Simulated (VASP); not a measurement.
# H2C7 in VASP: notebook, part 2 of 2

VASP 6.6.1.

### Step 4. Single point, LDA

File INCAR:

```
ALGO = Normal
DIPOL = 0.5 0.5 0.350
EDIFF = 1E-7
ENCUT = 520
GGA = CA
IDIPOL = 3
ISIF = 2
ISMEAR = 0
LASPH = T
LCHARG = F
LDIPOL = T
LREAL = Auto
LWAVE = F
NBANDS = 84
NELM = 100
PREC = Accurate
SIGMA = 0.05
```

File KPOINTS:

```
k-points
0
Gamma
  5 5 1
```

File POSCAR:

```
H2C7
1.0
    4.9946309939      0.0000000000      0.0000000000
    0.0000000000      4.9946309939      0.0000000000
    0.0000000000      0.0000000000     18.8000119722
C H
28 8
Direct
    0.5000000000      0.5000000000      0.2474682362
    0.5000000000      0.0000000000      0.2474682362
    0.0000000000      0.5000000000      0.2474682362
    0.0000000000      0.0000000000      0.2474682362
    0.7500000000      0.5000000000      0.2944328000
    0.7500000000      0.0000000000      0.2944328000
    0.2500000000      0.5000000000      0.2944328000
    0.2500000000      0.0000000000      0.2944328000
    0.7500000000      0.7500000000      0.3413973638
    0.7500000000      0.2500000000      0.3413973638
    0.2500000000      0.7500000000      0.3413973638
    0.2500000000      0.2500000000      0.3413973638
    0.0018644949      0.7500000000      0.3943046902
    0.0024869822      0.2500000000      0.3946228422
    0.4990299149      0.7500000000      0.3872387515
    0.4988036529      0.2500000000      0.3880272814
    0.0026042740     -0.0018029530      0.4461377710
    0.0026042740      0.5018029530      0.4461377710
    0.4968157175     -0.0039800786      0.4336735898
    0.4968157175      0.5039800786      0.4336735898
    0.2713063752     -0.0031025229      0.4929337044
    0.2713063752      0.5031025229      0.4929337044
    0.7344125913     -0.0013950079      0.4889372567
    0.7344125913      0.5013950079      0.4889372567
    0.3649943371      0.2500000000      0.5280634405
    0.3635524058      0.7500000000      0.5428506651
    0.6406434666      0.2500000000      0.5244023008
    0.6374626408      0.7500000000      0.5257334250
    0.5000000000      0.6422371450      0.2068557463
    0.5000000000      0.3577628550      0.2068557463
    0.5000000000      0.1422371450      0.2068557463
    0.5000000000     -0.1422371450      0.2068557463
    0.0000000000      0.3578221913      0.2067996000
    0.0000000000      0.6421778087      0.2067996000
    0.0000000000     -0.1421778087      0.2067996000
    0.0000000000      0.1421778087      0.2067996000
```

Run with:

```console
$ cat potpaw_LDA.64/C/POTCAR potpaw_LDA.64/H/POTCAR > POTCAR
$ mpirun -np 1 vasp_std > vasp.out
```

It took 6.7 min on 1 thread of Intel Xeon 6975P-C (Granite Rapids), shared host; peak memory 0.51 GiB.

Results (log left out):

```yaml
Free_energy: -294.5157 eV
Largest_force: 5.283 eV/Å
Band_gap_on_the_k_mesh: 0.99 eV
```

Forces in eV/Å, atoms in the order of the input:
```
C   -0.011 -0.006  2.013
C   -0.011  0.006  2.013
C    0.009 -0.015  1.854
C    0.009  0.015  1.854
C    0.530  0.004 -1.440
C    0.530 -0.004 -1.440
C   -0.528  0.002 -1.503
C   -0.528 -0.002 -1.503
C    0.573  0.000  1.165
C    0.470  0.000  1.489
C   -0.586  0.000  0.976
C   -0.474  0.000  1.236
C    0.002  0.000 -0.005
C    0.005  0.000 -0.009
C    0.000  0.000 -0.011
C   -0.001  0.000  0.007
C    0.000 -0.007  0.012
C    0.000  0.007  0.012
C   -0.002  0.000 -0.009
C   -0.002  0.000 -0.009
C   -0.037 -0.012  0.002
C   -0.037  0.012  0.002
C    0.047  0.001  0.000
C    0.047 -0.001  0.000
C   -0.044  0.000 -1.282
C   -0.060  0.000 -5.283
C    0.050  0.000  0.062
C    0.053  0.000  0.059
H    0.002  0.036 -0.035
H    0.000 -0.036 -0.036
H    0.000  0.036 -0.036
H    0.002 -0.036 -0.035
H   -0.002 -0.032 -0.032
H   -0.002  0.034 -0.029
H   -0.002 -0.034 -0.029
H   -0.002  0.032 -0.032
```

Levels at points of the mesh, in eV from the valence-band top:
| k point | band 57 | band 58 | band 59 | band 60 | band 61 | band 62 | band 63 | band 64 |
| --- | --- | --- | --- | --- | --- | --- | --- | --- |
| (0.00, 0.00, 0.00) | -1.49 | -0.74 | -0.48 | 0.00 | 1.01 | 1.18 | 2.01 | 3.06 |

### Step 5. Single point, LDA

File INCAR:

```
SYSTEM = H2C7
  PREC = Accurate
  ENCUT = 520
  EDIFF = 1E-7
  ISMEAR = 0
  SIGMA = 0.05
  LREAL = Auto
  LASPH = .True.
  NELM = 60
  ALGO = Normal
  ISIF = 2
  LWAVE = .False.
  LCHARG = .False.
  LDIPOL = .True.
  IDIPOL = 3
  DIPOL = 0.5 0.5 0.349
  NBANDS = 84
```

File KPOINTS:

```
Automatic mesh
0
Gamma
  5 5 1
  0 0 0
```

File POSCAR:

```
H2C7
1.0
    4.9946309939      0.0000000000      0.0000000000
    0.0000000000      4.9946309939      0.0000000000
    0.0000000000      0.0000000000     18.8000119722
C H
28 8
Direct
    0.5000000000      0.5000000000      0.2474682362
    0.5000000000      0.0000000000      0.2474682362
    0.0000000000      0.5000000000      0.2474682362
    0.0000000000      0.0000000000      0.2474682362
    0.7500000000      0.5000000000      0.2944328000
    0.7500000000      0.0000000000      0.2944328000
    0.2500000000      0.5000000000      0.2944328000
    0.2500000000      0.0000000000      0.2944328000
    0.7500000000      0.7500000000      0.3413973638
    0.7500000000      0.2500000000      0.3413973638
    0.2500000000      0.7500000000      0.3413973638
    0.2500000000      0.2500000000      0.3413973638
    0.0009645675      0.7500000000      0.3935632177
    0.0020082084      0.2500000000      0.3940522132
    0.4993717014      0.7500000000      0.3862808490
    0.4992824761      0.2500000000      0.3874067053
    0.0017692548     -0.0028254705      0.4450060638
    0.0017692548      0.5028254705      0.4450060638
    0.4975313478     -0.0060291367      0.4323911993
    0.4975313478      0.5060291367      0.4323911993
    0.2696713521     -0.0050772603      0.4905995252
    0.2696713521      0.5050772603      0.4905995252
    0.7339664559     -0.0020873947      0.4877924963
    0.7339664559      0.5020873947      0.4877924963
    0.3651742885      0.2500000000      0.5206698282
    0.3624636074      0.7500000000      0.5428506651
    0.6399684504      0.2500000000      0.5226200283
    0.6362782937      0.7500000000      0.5247659120
    0.5000000000      0.6422371450      0.2068557463
    0.5000000000      0.3577628550      0.2068557463
    0.5000000000      0.1422371450      0.2068557463
    0.5000000000     -0.1422371450      0.2068557463
    0.0000000000      0.3578221913      0.2067996000
    0.0000000000      0.6421778087      0.2067996000
    0.0000000000     -0.1421778087      0.2067996000
    0.0000000000      0.1421778087      0.2067996000
```

Potentials or basis: VASP PAW LDA potentials, release 64 (C, H).

Run with:

```console
$ cat potpaw_LDA.64/C/POTCAR potpaw_LDA.64/H/POTCAR > POTCAR
$ mpirun -np 1 vasp_std > vasp.out
```

OUTCAR:

```text
SYSTEM = H2C7
   PREC = Accurate
   ENCUT = 520
   EDIFF = 1E-7
   ISMEAR = 0
   LREAL = Auto
   LASPH = .True.
   NELM = 60
   ISIF = 2

 ion  position               nearest neighbor table
   1  0.500  0.500  0.247-  29 1.04  30 1.04   5 1.53   7 1.53
   2  0.500  0.000  0.247-  31 1.04  32 1.04   6 1.53   8 1.53
   3  0.000  0.500  0.247-  33 1.04  34 1.04   5 1.53   7 1.53
   4  0.000  0.000  0.247-  35 1.04  36 1.04   6 1.53   8 1.53
   5  0.750  0.500  0.294-   9 1.53  10 1.53   1 1.53   3 1.53
   6  0.750  0.000  0.294-   9 1.53  10 1.53   2 1.53   4 1.53
[... 16 lines left out ...]
  23  0.734  0.998  0.488-  27 1.49  28 1.50  17 1.56  19 1.57
  24  0.734  0.502  0.488-  27 1.49  28 1.50  18 1.56  20 1.57
  25  0.365  0.250  0.521-  27 1.37  22 1.47  21 1.47
  26  0.362  0.750  0.543-  28 1.41  22 1.64  21 1.64
  27  0.640  0.250  0.523-  25 1.37  24 1.49  23 1.49
  28  0.636  0.750  0.525-  26 1.41  24 1.50  23 1.50
  29  0.500  0.642  0.207-   1 1.04
  30  0.500  0.358  0.207-   1 1.04
  31  0.500  0.142  0.207-   2 1.04
  32  0.500  0.858  0.207-   2 1.04
  33  0.000  0.358  0.207-   3 1.04
  34  0.000  0.642  0.207-   3 1.04
  35  0.000  0.858  0.207-   4 1.04
  36  0.000  0.142  0.207-   4 1.04

  LATTYP: Found a simple tetragonal cell.
 ALAT       =     4.9946309939
 C/A-ratio  =     3.7640442297

  Lattice vectors:

 A1 = (   4.9946309939,   0.0000000000,   0.0000000000)
 A2 = (   0.0000000000,   4.9946309939,   0.0000000000)
 A3 = (   0.0000000000,   0.0000000000,  18.8000119722)

Analysis of symmetry for initial positions (statically):
=====================================================================
 Subroutine PRICEL returns:
 Original cell was already a primitive cell.

 Routine SETGRP: Setting up the symmetry group for a
 simple tetragonal supercell.

 Subroutine GETGRP returns: Found  2 space group operations
 (whereof  1 operations were pure point group operations)
 out of a pool of 16 trial point group operations.

The static configuration has the point symmetry C_1 .
 The point group associated with its full space group is C_1h.

Analysis of symmetry for dynamics (positions and initial velocities):
=====================================================================
 Subroutine PRICEL returns:
 Original cell was already a primitive cell.

 Routine SETGRP: Setting up the symmetry group for a
 simple tetragonal supercell.

 Subroutine GETGRP returns: Found  2 space group operations
 (whereof  1 operations were pure point group operations)
 out of a pool of 16 trial point group operations.

The dynamic configuration has the point symmetry C_1 .
 The point group associated with its full space group is C_1h.

 Subroutine INISYM returns: Found  2 space group operations
 (whereof  1 operations are pure point group operations),
 and found     1 'primitive' translations

----------------------------------------------------------------------------------------

                                     Primitive cell

  volume of cell :     468.9915

[... 122 lines left out ...]
   k-points           NKPTS =      9   k-points in BZ     NKDIM =      9   number of bands    NBANDS=     84
   number of dos      NEDOS =    301   number of ions     NIONS =     36
   total plane-waves  NPLWV = 224000
   dimension x,y,z NGX =    40 NGY =   40 NGZ =  140
   dimension x,y,z NGXF=    80 NGYF=   80 NGZF=  280
   ions per type =              28   8
   NGX,Y,Z   is equivalent  to a cutoff of  13.31, 13.31, 12.38 a.u.
   NGXF,Y,Z  is equivalent  to a cutoff of  26.63, 26.63, 24.76 a.u.
 SYSTEM =  H2C7
   PREC   = accura    normal or accurate (medium, high low for compatibility)
   ISTART =      0    job   : 0-new  1-cont  2-samecut
   ICHARG =      2    charge: 1-file 2-atom 10-const
   ISPIN  =      1    spin polarized calculation?
   LNONCOLLINEAR =      F non collinear calculations
   LSORBIT =      F    spin-orbit coupling
   LASPH  =      T    aspherical Exc in radial PAW
   ENCUT  =  520.0 eV  38.22 Ry    6.18 a.u.   9.29  9.29 34.96*2*pi/ulx,y,z
   NELM   =     60;   NELMIN=  2; NELMDL= -5     # of ELM steps
   EDIFF  = 0.1E-06   stopping-criterion for ELM
   LREAL  =      T    real-space projection
   EDIFFG = 0.1E-05   stopping-criterion for IOM
   NSW    =      0    number of steps for IOM
   IBRION =     -1    ionic relax: 0-MD 1-quasi-New 2-CG
   NFREE  =      0    steps in history (QN), initial steepest desc. (CG)
   ISIF   =      2    stress and relaxation
   ISYM   =      2    0-nonsym 1-usesym 2-fastsym
   POTIM  = 0.5000    time-step for ionic-motion
   TEBEG  =    0.0;   TEEND  =   0.0 temperature during run
   PSTRESS=    0.0 pullay stress
   NELECT =     120.0000    total number of electrons
   NUPDOWN=      -1.0000    fix difference up-down
   EMIN   =  10.00;   EMAX   =-10.00  energy-range for DOS
   EFERMI =   0.00;   METHOD = LEGACY
   ISMEAR =     0;   SIGMA  =   0.05  broadening in eV -4-tet -1-fermi 0-gaus
   EFERMI_NEDOS =   21; number of points for ismear=-14 and -15
   IALGO  =     38    algorithm
   IMIX   =      4    mixing-type and parameters
     AMIX     =   0.40;   BMIX     =  1.00
     AMIX_MAG =   1.60;   BMIX_MAG =  1.00
  volume/ion in A,a.u.               =      13.03        87.91
  Fermi-wavevector in a.u.,A,eV,Ry     =   1.039314  1.964019 14.696664  1.080174
  Thomas-Fermi vector in A             =   2.173839
   LORBIT       =      0    0 simple, 1 ext, 2 COOP (PROOUT), +10 PAW based schemes
   GGA     = CA    functional components
   LHFCALC =     F    Hartree Fock is set to
   AEXX    =    0.0000 exact exchange contribution
   IVDW    =     0    specifies the selected vdW correction
   LEPSILON=     F    determine dielectric tensor
   LRPA    =     F    only Hartree local field effects (RPA)
 non-spin polarized calculation
 Gauss-broadening in eV      SIGMA  =   0.05
  energy-cutoff  :      520.00
  volume of cell :      468.99
 maximum number of plane-waves:     12689
 NGX is ok and might be reduce to    40
   NGX = 19   NGY = 19   NGZ = 69

 dipolmoment           0.000000      0.000000     -0.000242 electrons x Angstroem

 number of electron     120.0000006 magnetization

 dipolmoment           0.000000      0.000000      0.571108 electrons x Angstroem

 Free energy of the ion-electron system (eV)
  ---------------------------------------------------
  ext. energy  EPLUGINS =         0.00000000
  ---------------------------------------------------
  free energy    TOTEN  =      -294.54952139 eV

  energy without entropy =     -294.54952139  energy(sigma->0) =     -294.54952139

 E-fermi :   1.4926     XC(G=0):  -5.9522

 val. band max:        1.1851003068   @ k =   0.0000   0.0000   0.0000
 cond. band min:       2.1267920863   @ k =   0.4000   0.0000   0.0000
 fundamental gap:      0.9416917795
 Fermi energy:         1.4925534258

 k-point     1 :       0.0000    0.0000    0.0000
  band No.  band energies     occupation
      1     -20.1825      2.00000
      2     -18.8637      2.00000
      3     -16.5654      2.00000
      4     -15.7364      2.00000
      5     -15.6644      2.00000
      6     -15.5672      2.00000
[... 664 lines left out ...]
     71       6.5223      0.00000
     72       6.8312      0.00000
 [bands above 72 left out]

------------------------ aborting loop because EDIFF is reached ----------------------------------------

 vacuum level on the upper side and lower side of the slab       (xc-potential included)         1.871        -2.138

  FORCE on cell =-STRESS in cart. coord.  units (eV):
  Direction    XX          YY          ZZ          XY          YZ          ZX
  --------------------------------------------------------------------------------------
  -------------------------------------------------------------------------------------
  Total       -7.7821554     67.3821841    -25.4627374      0.0000000      0.0000000     -0.0258747
  in kB      -26.5855434    230.1922643    -86.9862748      0.0000000      0.0000000     -0.0883935
  external PRESSURE =      38.8734821 kB  Pullay stress =       0.0000000 kB

 VOLUME and BASIS-vectors are now :
 -----------------------------------------------------------------------------
  energy-cutoff  :      520.00
  volume of cell :      468.99
      direct lattice vectors                 reciprocal lattice vectors
     4.994630994  0.000000000  0.000000000     0.200214991  0.000000000  0.000000000
     0.000000000  4.994630994  0.000000000     0.000000000  0.200214991  0.000000000
     0.000000000  0.000000000 18.800011972     0.000000000  0.000000000  0.053191455

 POSITION                                       TOTAL-FORCE (eV/Angst)
 -----------------------------------------------------------------------------------
      2.49732      2.49732      4.65241        -0.006958     -0.008896      2.011603
      2.49732      0.00000      4.65241        -0.006958      0.008896      2.011603
      0.00000      2.49732      4.65241         0.007335     -0.020449      1.848207
      0.00000      0.00000      4.65241         0.007335      0.020449      1.848207
      3.74597      2.49732      5.53534         0.557219      0.005577     -1.546258
      3.74597      0.00000      5.53534         0.557219     -0.005577     -1.546258
[... 28 lines left out ...]
      0.00000      4.28451      3.88783        -0.000117     -0.034512     -0.029123
      0.00000      0.71013      3.88783        -0.000710      0.032010     -0.033703
 -----------------------------------------------------------------------------------
    total drift:                               -0.004355      0.000000     -0.033136

  FREE ENERGIE OF THE ION-ELECTRON SYSTEM (eV)
  ---------------------------------------------------
  free  energy   TOTEN  =      -294.5495213885 eV

  energy  without entropy=     -294.5495213885  energy(sigma->0) =     -294.54952139

 vacuum level on the upper side and lower side of the slab         7.052         2.931
```

Wall time 18 min (1 thread of Intel Xeon Platinum 8488C (Sapphire Rapids), shared host); peak memory 0.5 GiB.

Results:

* Free energy: -294.5495 eV
* Largest force: 5.473 eV/Å
* Band gap on the k mesh: 0.94 eV (least direct gap 0.97 eV)

Forces on the atoms (eV/Å):
```
C   -0.007 -0.009  2.012
C   -0.007  0.009  2.012
C    0.007 -0.020  1.848
C    0.007  0.020  1.848
C    0.557  0.006 -1.546
C    0.557 -0.006 -1.546
C   -0.552  0.004 -1.590
C   -0.552 -0.004 -1.590
C    0.663  0.000  0.684
C    0.519  0.000  1.170
C   -0.694  0.000  0.567
C   -0.499  0.000  0.967
C    0.001  0.000 -0.006
C   -0.003  0.000 -0.004
C   -0.008  0.000 -0.007
C    0.001  0.000  0.001
C    0.003  0.000  0.010
C    0.003  0.000  0.010
C    0.000  0.004 -0.015
C    0.000 -0.004 -0.015
C   -0.040 -0.034  0.003
C   -0.040  0.034  0.003
C    0.038 -0.002  0.009
C    0.038  0.002  0.009
C   -0.038  0.000  0.785
C   -0.050  0.000 -5.473
C    0.045  0.000  0.067
C    0.047  0.000  0.055
H    0.002  0.036 -0.034
H    0.001 -0.036 -0.036
H    0.001  0.036 -0.036
H    0.002 -0.036 -0.034
H   -0.001 -0.032 -0.034
H    0.000  0.035 -0.029
H    0.000 -0.035 -0.029
H   -0.001  0.032 -0.034
```

### Step 6. Overview

```tsv
cell	gap on the mesh (eV)	largest force (eV/Å)
as given, atomic positions A	0.97	6.18
as given, atomic positions B	0.88	5.67
as given, atomic positions C	0.99	5.28
as given, atomic positions D	0.94	5.47
```

Alike in all rows: task single point; level LDA; potentials or basis VASP PAW LDA potentials, release 64 (C, H); no spin polarisation; k mesh 5 × 5 × 1; cutoff (eV) 520; smearing gaussian 0.05 eV.

Total energies depend on the potentials used, so only differences within one code and one set of settings carry meaning.
